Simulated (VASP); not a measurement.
Set up this calculation in VASP 6.6.1, as the native input.

```
Task                   : single point
Functional             : PBEsol
Dispersion             : D3(BJ)
Potentials or basis    : VASP PAW PBE potentials, release 64 (S)
Cutoff                 : 400 eV
k mesh                 : 2 × 2 × 2
Occupations            : methfessel-paxton, width 0.15 eV
Spin                   : no spin polarisation
Dipole correction      : no
Further INCAR settings : ALGO = Normal; EDIFF = 1e-06; NBANDS = 34
```

The structure of S lies in POSCAR:

```
S
1.0
    3.2770000000      1.8919768400      1.7226666600
   -3.2770000000      1.8919768400      1.7226666600
    0.0000000000     -3.7839536600      1.7226666600
S
8
Direct
    0.0005162920     -0.0034367138     -0.0064975348
   -0.0013575872     -0.0005153535      0.5022425247
    0.0021063748      0.5066230058      0.0047826183
    0.0019365781      0.4999753330      0.4948212584
    0.4936162801     -0.0073812786      0.0005109369
    0.5016415407     -0.0006028902      0.5023522203
    0.4952247710      0.4978295925      0.0001569407
    0.5098643311      0.5091365313      0.5075910553
```

These files were run (other wordings do the same):

INCAR

```
PREC = Accurate
ENCUT = 400
EDIFF = 1E-6
ISMEAR = 1
SIGMA = 0.15
LREAL = False
LASPH = True
NELM = 120
ALGO = Normal
ISIF = 2
LWAVE = False
LCHARG = False
GGA = PS
IVDW = 12
NBANDS = 34
GGA_COMPAT = False
```

KPOINTS

```
regular mesh
0
Gamma
  2 2 2
```

Potentials or basis: VASP PAW PBE potentials, release 64 (S).

Run with:

```sh
$ cat potpaw_PBE.64/S/POTCAR > POTCAR
$ mpirun -np 1 vasp_std > vasp.out
```

Results of the run:

* Pressure: 175.2 GPa
* Largest force: 1.633 eV/Å
* Band gap on the k mesh: zero (bands 24 and 25 overlap by 3.80 eV)
* Dispersion energy per atom: -0.603 eV

Caveat: the k points lie up to 0.82 Å⁻¹ apart, too coarse for converged energies and pressures of a metal; three body term missing; the PAW data sets were made with another functional, which shifts forces and pressure a little.

Wall time 6.3 s on 1 thread of Intel(R) Xeon(R) 6975P-C (Granite Rapids), with other jobs on the host, peak memory 0.16 GiB.
